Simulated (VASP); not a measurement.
Write the native input for VASP 6.6.1 that does the following.

| Item | Value |
| --- | --- |
| Task | single point |
| Functional | r2SCAN |
| Potentials or basis | VASP PAW PBE potentials, release 64 (B, As) |
| Cutoff | 550 eV |
| k mesh | 4 × 4 × 4 |
| Occupations | fermi-dirac, width 0.02 eV |
| Spin | no spin polarisation |
| Dipole correction | no |
| Further INCAR settings | ALGO = Normal; EDIFF = 1e-06; NBANDS = 11 |

BAs:

```
B As
1.0
     2.92516    0.00000    0.00000
     0.00000    2.92516    0.00000
     0.00000    0.00000    2.92516
B As
1 1
Direct
  0.00000 0.00000 0.00000
  0.50000 0.50000 0.50000
```

The input as run:

POSCAR

```
BAs
1.0
    2.9251576732      0.0000000000      0.0000000000
    0.0000000000      2.9251576732      0.0000000000
    0.0000000000      0.0000000000      2.9251576732
B As
1 1
Direct
    0.0000000000      0.0000000000      0.0000000000
    0.5000000000      0.5000000000      0.5000000000
```

INCAR.step1

```
  ALGO = Normal
  EDIFF = 1E-5
  ENCUT = 550
  GGA = PE
  GGA_COMPAT = False
  ISMEAR = -1
  LASPH = True
  LCHARG = False
  LREAL = False
  LWAVE = True
  NBANDS = 11
  NELM = 120
  PREC = Accurate
  SIGMA = 0.02
```

INCAR.step2

```
  ALGO = Normal
  EDIFF = 1E-6
  ENCUT = 550
  GGA_COMPAT = False
  ISIF = 2
  ISMEAR = -1
  ISTART = 1
  LASPH = True
  LCHARG = False
  LMIXTAU = True
  LREAL = False
  LWAVE = False
  METAGGA = R2SCAN
  NBANDS = 11
  NELM = 120
  PREC = Accurate
  SIGMA = 0.02
```

KPOINTS

```
k-points
0
Gamma
  4 4 4
```

Potentials or basis: VASP PAW PBE potentials, release 64 (B, As).

Command:

```sh
$ cat potpaw_PBE.64/B/POTCAR potpaw_PBE.64/As/POTCAR > POTCAR
$ cp INCAR.step1 INCAR
$ mpirun -np 1 vasp_std > vasp.out
$ cp INCAR.step2 INCAR
$ mpirun -np 1 vasp_std > vasp.out
```

It gave:

```json
{"Pressure": "-3.1 GPa", "Band gap on the k mesh": "zero (band 4 reaches 10.38 eV, above the bottom of band 5 at 4.48 eV)"}
```

Caveat: the k points lie up to 0.54 Å⁻¹ apart; the PAW data sets were made with another functional, which shifts forces and pressure a little.

Wall time 26 s on 1 thread of AMD EPYC 7R13, on a shared host, peak memory 0.11 GiB.
